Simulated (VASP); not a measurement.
Wanted: the native input for a VASP 6.6.1 run.

- Task: single point
- Functional: PBE
- Potentials or basis: VASP PAW PBE potentials, release 64 (K_sv, Cl)
- Cutoff: 500 eV
- k mesh: 6 × 6 × 6
- Occupations: gaussian, width 0.02 eV
- Spin: no spin polarisation
- Dipole correction: no
- Further INCAR settings: ALGO = Normal; EDIFF = 1e-06; NBANDS = 15

The structure of KCl lies in POSCAR:

```
KCl
1.0
    0.0000000000      3.1907925805      3.1907925805
    3.1907925805      0.0000000000      3.1907925805
    3.1907925805      3.1907925805      0.0000000000
K Cl
1 1
Direct
    0.0000000000      0.0000000000      0.0000000000
    0.5000000000      0.5000000000      0.5000000000
```

One way to write it, as run:

INCAR

```
PREC = Accurate ; ENCUT = 500
EDIFF = 1E-6 ; ISMEAR = 0
SIGMA = 0.02 ; LREAL = False
LASPH = True ; NELM = 120
ALGO = Normal ; ISIF = 2
LWAVE = False ; LCHARG = False
GGA = PE ; NBANDS = 15
GGA_COMPAT = False
```

KPOINTS

```
Automatic mesh
0
Gamma
  6 6 6
```

Potentials or basis: VASP PAW PBE potentials, release 64 (K_sv, Cl).

Launch:

```bash
$ cat potpaw_PBE.64/K_sv/POTCAR potpaw_PBE.64/Cl/POTCAR > POTCAR
$ mpirun -np 1 vasp_std > vasp.out
```

It gave:

```json
{
 "Pressure": "0.0 GPa",
 "Band gap on the k mesh": "5.04 eV"
}
```

It took 14 s on 1 thread of Intel(R) Xeon(R) Platinum 8488C (Sapphire Rapids), with other jobs on the host, peak memory 0.2 GiB.
